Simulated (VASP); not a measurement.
A run of VASP 6.6.1:

INCAR

```
SYSTEM = InH
ALGO = Normal
EDIFF = 1E-6
ENCUT = 520
GGA = PE
ISIF = 2
ISMEAR = 0
LASPH = .TRUE.
LCHARG = .FALSE.
LREAL = .FALSE.
LWAVE = .FALSE.
NBANDS = 22
NELM = 80
PREC = Accurate
SIGMA = 0.1
```

File KPOINTS:

```
k-points
0
G
  16 12 8
  0 0 0
```

POSCAR

```
InH
1.0
    3.6945998486      0.0000000000      0.0000000000
    0.0000000000      3.8070915518      0.0000000000
    0.0000000000      0.0000000000      4.7979405396
In H
2 2
Direct
    0.0000000000      0.0000000000      0.7286944558
    0.5000000000      0.5000000000      0.2713055442
    0.0000000000      0.5000000000      0.9910538779
    0.5000000000      0.0000000000      0.0089461221
```

Potentials or basis: VASP PAW PBE potentials, release 64 (In_d, H).

Run with:

```sh
$ cat potpaw_PBE.64/In_d/POTCAR potpaw_PBE.64/H/POTCAR > POTCAR
$ mpirun -np 1 vasp_std > vasp.out
```

Hardware: 1 thread of Intel(R) Xeon(R) Platinum 8259CL CPU @ 2.50GHz (Skylake/Cascade Lake), with other jobs on the host.

Q: How long does it take, and how much memory?

A: Wall time 4.7 min on 1 thread of Intel(R) Xeon(R) Platinum 8259CL CPU @ 2.50GHz (Skylake/Cascade Lake), with other jobs on the host, peak memory 0.47 GiB. Counts: scf iterations 13, k points 315.
